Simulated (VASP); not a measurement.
A run of VASP 6.6.1 is set up as follows.

File POSCAR:

```
PtSe
1.0
    0.0000000000      2.6174054888      2.6174054888
    2.6174054888      0.0000000000      2.6174054888
    2.6174054888      2.6174054888      0.0000000000
Pt Se
1 1
Direct
    0.5000000000      0.5000000000      0.5000000000
    0.0000000000      0.0000000000      0.0000000000
```

INCAR.step1

```
SYSTEM = PtSe
  ALGO = Normal
  EDIFF = 1E-5
  ENCUT = 520
  GGA = PE
  ISIF = 2
  ISMEAR = -1
  LASPH = .True.
  LCHARG = .False.
  LREAL = .False.
  LWAVE = .True.
  NBANDS = 15
  NELM = 100
  PREC = Accurate
  SIGMA = 0.05
```

INCAR.step2

```
SYSTEM = PtSe
  ALGO = Normal
  EDIFF = 1E-6
  ENCUT = 520
  GGA = PE
  HFSCREEN = 0.2079
  ISIF = 2
  ISMEAR = -1
  ISTART = 1
  LASPH = .True.
  LCHARG = .False.
  LHFCALC = .True.
  LREAL = .False.
  LWAVE = .False.
  NBANDS = 15
  NELM = 100
  PREC = Accurate
  PRECFOCK = Normal
  SIGMA = 0.05
```

The input KPOINTS:

```
k-points
0
Gamma
  4 4 4
  0 0 0
```

Potentials or basis: VASP PAW PBE potentials, release 64 (Pt, Se).

Command:

```bash
$ cat potpaw_PBE.64/Pt/POTCAR potpaw_PBE.64/Se/POTCAR > POTCAR
$ cp INCAR.step1 INCAR
$ mpirun -np 1 vasp_std > vasp.out
$ cp INCAR.step2 INCAR
$ mpirun -np 1 vasp_std > vasp.out
```

Task: Estimate the pressure.

Result: -0.2 GPa.

Task: Estimate the band gap on the k mesh.

Result: Zero (band 8 reaches 11.13 eV, above the bottom of band 9 at 5.99 eV).

Caveat: the k points lie up to 0.52 Å⁻¹ apart; the PAW data sets were made with another functional, which shifts forces and pressure a little; spin-orbit coupling is left out, which moves the levels of the heavy elements.
